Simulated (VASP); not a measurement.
Runs of VASP 6.6.1 on Cu. The structure is that of space group Fd-3m (No. 227), or close to it. The cells are those of the table. 

```tsv
cell	gap on the mesh (eV)	pressure (GPa)
a = 3.307 Å, angles 60.0°, 2 atoms	none	60.2
a = 3.395 Å, angles 60.0°, 2 atoms	none	40.1
a = 3.523 Å, angles 60.0°, 2 atoms	none	(a)
a = 3.784 Å, angles 60.0°, 2 atoms	none	0.3
```

Alike in all rows: task single point; level PBE; potentials or basis VASP PAW PBE potentials, release 64 (Cu); no spin polarisation; k mesh 14 × 14 × 14; cutoff (eV) 520; smearing fermi-dirac 0.05 eV.

Problem. Fill in the values left out.

Solution. (a) 20.1.

A gap of «none» marks levels without a gap at the run's occupations.
